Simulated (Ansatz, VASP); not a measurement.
ScAl2: VASP beside Ansatz

```
CELL_PARAMETERS angstrom
0.00000 3.72539 3.72539
3.72539 0.00000 3.72539
3.72539 3.72539 0.00000
ATOMIC_POSITIONS crystal
Sc 0.50000 0.50000 0.50000
Sc 0.75000 0.75000 0.75000
Al 0.12500 0.12500 0.12500
Al 0.62500 0.12500 0.12500
Al 0.12500 0.62500 0.12500
Al 0.12500 0.12500 0.62500
```

Alike in both runs: task single point; functional PBEsol; k mesh 8 × 8 × 8; occupations gaussian, width 0.1 eV; no spin polarisation.

|  | VASP | Ansatz |
| --- | --- | --- |
| version | VASP 6.6.1 | Ansatz 0.2.0 |
| potentials or method | VASP PAW PBE potentials, release 64 (Sc_sv, Al), cutoff 520 eV | scalar-relativistic, plane waves, PAW |
| valence electrons in the cell | 34 | 34 |

```tsv
	VASP	Ansatz	Ansatz less VASP
gap on the k mesh at the Fermi level (eV)	none	none	-
pressure (GPa)	3.1	3.0	-0.15
```

VASP's potentials were made for PBE, not for PBEsol. A gap of «none» marks a metal or a gap that the smearing closes.
